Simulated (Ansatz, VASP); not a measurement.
# BeH in VASP and in Ansatz

```
Be H
1.0
     5.98892    0.00000    0.00000
     0.00000    2.29290    0.00000
     0.00000    0.00000    3.79985
Be H
4 4
Cartesian
  0.8311 0.5732 0.4693
  2.1634 1.7197 2.3693
  3.8255 0.5732 1.4306
  5.1578 1.7197 3.3305
  -0.9013 0.5732 2.2210
  3.8957 1.7197 0.3211
  2.0932 0.5732 3.4788
  6.8902 1.7197 1.5788
```

Alike in both runs: functional PBE; k mesh 4 × 6 × 4; occupations gaussian, width 0.1 eV; no spin polarisation.

Ansatz relaxed the structure, and its values are those at the end. VASP's run is a single point on that final structure, the one shown.

|  | VASP | Ansatz |
| --- | --- | --- |
| version | VASP 6.6.1 | Ansatz 0.2.0 |
| potentials or method | VASP PAW PBE potentials, release 64 (Be, H), cutoff 520 eV | scalar-relativistic, plane waves, PAW |
| valence electrons in the cell | 12 | 12 |

|  | VASP | Ansatz | Ansatz less VASP |
| --- | --- | --- | --- |
| gap on the k mesh at the Fermi level (eV) | none | none | - |
| pressure (GPa) | 0.0 | 0.1 | +0.04 |
| rms of the force components (eV/Å) | 0.005 | 0.007 | +0.0025 |

A gap of «none» marks a metal or a gap that the smearing closes. With one functional, cell and mesh, what is left measures potentials, basis and numerics.

The k mesh is coarse, so the values compare programs but aren't converged.
